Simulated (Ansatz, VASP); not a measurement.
**SnTe in VASP and in Ansatz**

```
Sn Te
1.0
     0.00000    3.18259    3.18259
     3.18259    0.00000    3.18259
     3.18259    3.18259    0.00000
Sn Te
1 1
Direct
  0.00000 0.00000 0.00000
  0.50000 0.50000 0.50000
```

Change from the starting cell: volume scaled by 1.025, PAW files.

Alike in both runs: task electric field gradients; functional LDA; k mesh 11 × 11 × 11; occupations fermi-dirac, width 0.08 eV; no spin polarisation.

```csv
,VASP,Ansatz
version,VASP 6.6.1,Ansatz 0.2.0
potentials or method,"VASP PAW LDA potentials, release 64 (Sn_d, Te)","PAW with Ansatz's default frozen-core files, scalar-relativistic"
plane-wave cutoff (eV),520,420
valence electrons in the cell,20,30
```

```csv
,VASP,Ansatz,Ansatz less VASP
pressure (GPa),-2.7,-2.7,-0.04
```

LDA's correlation is that of Perdew and Zunger in VASP and of Perdew and Wang (1992) in Ansatz. VASP's potentials hold 20 valence electrons a cell and Ansatz's 30, so a difference there can come from the potentials and not from the codes.

Spin-orbit coupling is off throughout.
